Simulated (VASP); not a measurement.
Set up this calculation in VASP 6.6.1, as the native input.

```
Task                   : single point
Functional             : r2SCAN
Potentials or basis    : VASP PAW PBE potentials, release 64 (W_sv)
Cutoff                 : 520 eV
k mesh                 : 13 × 13 × 13
Occupations            : methfessel-paxton, width 0.05 eV
Spin                   : no spin polarisation
Dipole correction      : no
Further INCAR settings : ALGO = Normal; EDIFF = 1e-06; NBANDS = 13
```

The system is W.

```
W
1.0
    -1.63342    1.63342    1.63342
     1.63342   -1.63342    1.63342
     1.63342    1.63342   -1.63342
W
1
Cartesian
  0.0000 0.0000 0.0000
```

The input as run:

POSCAR

```
W
1.0
   -1.6334232793      1.6334232793      1.6334232793
    1.6334232793     -1.6334232793      1.6334232793
    1.6334232793      1.6334232793     -1.6334232793
W
1
Direct
    0.0000000000      0.0000000000      0.0000000000
```

INCAR.step1

```
SYSTEM = W
ALGO     = Normal         ! electronic algorithm
EDIFF    = 1E-4           ! SCF threshold, eV
ENCUT    = 520            ! plane-wave cutoff, eV
GGA      = PE             ! functional
ISMEAR   = 1              ! smearing method
LASPH    = .TRUE.         ! aspherical terms in the spheres
LCHARG   = .FALSE.        ! write CHGCAR
LREAL    = .FALSE.        ! projectors in reciprocal space
LWAVE    = .TRUE.         ! write WAVECAR
NBANDS   = 13             ! bands
NELM     = 60             ! most SCF steps
PREC     = Accurate       ! precision mode
SIGMA    = 0.05           ! smearing width, eV
```

INCAR.step2

```
SYSTEM = W
ALGO     = Normal         ! electronic algorithm
EDIFF    = 1E-6           ! SCF threshold, eV
ENCUT    = 520            ! plane-wave cutoff, eV
ISIF     = 2              ! what is computed and relaxed
ISMEAR   = 1              ! smearing method
ISTART   = 1            
LASPH    = .TRUE.         ! aspherical terms in the spheres
LCHARG   = .FALSE.        ! write CHGCAR
LMIXTAU  = .TRUE.       
LREAL    = .FALSE.        ! projectors in reciprocal space
LWAVE    = .FALSE.        ! write WAVECAR
METAGGA  = R2SCAN         ! meta-GGA
NBANDS   = 13             ! bands
NELM     = 60             ! most SCF steps
PREC     = Accurate       ! precision mode
SIGMA    = 0.05           ! smearing width, eV
```

KPOINTS

```
k-points
0
G
  13 13 13
  0 0 0
```

Potentials or basis: VASP PAW PBE potentials, release 64 (W_sv).

Run with:

```console
$ cat potpaw_PBE.64/W_sv/POTCAR > POTCAR
$ cp INCAR.step1 INCAR
$ mpirun -np 1 vasp_std > vasp.out
$ cp INCAR.step2 INCAR
$ mpirun -np 1 vasp_std > vasp.out
```

Results of the run:

| Item | Value |
| --- | --- |
| Pressure | -23.6 GPa |
| Band gap on the k mesh | zero (band 7 reaches 14.05 eV, above the bottom of band 8 at 8.83 eV) |

Caveat: the PAW data sets were made with another functional, which shifts forces and pressure a little; spin-orbit coupling is left out, which moves the levels of the heavy elements.

It took 25 s on 1 thread of Intel(R) Xeon(R) 6975P-C (Granite Rapids) (shared host), peak memory 0.16 GiB.
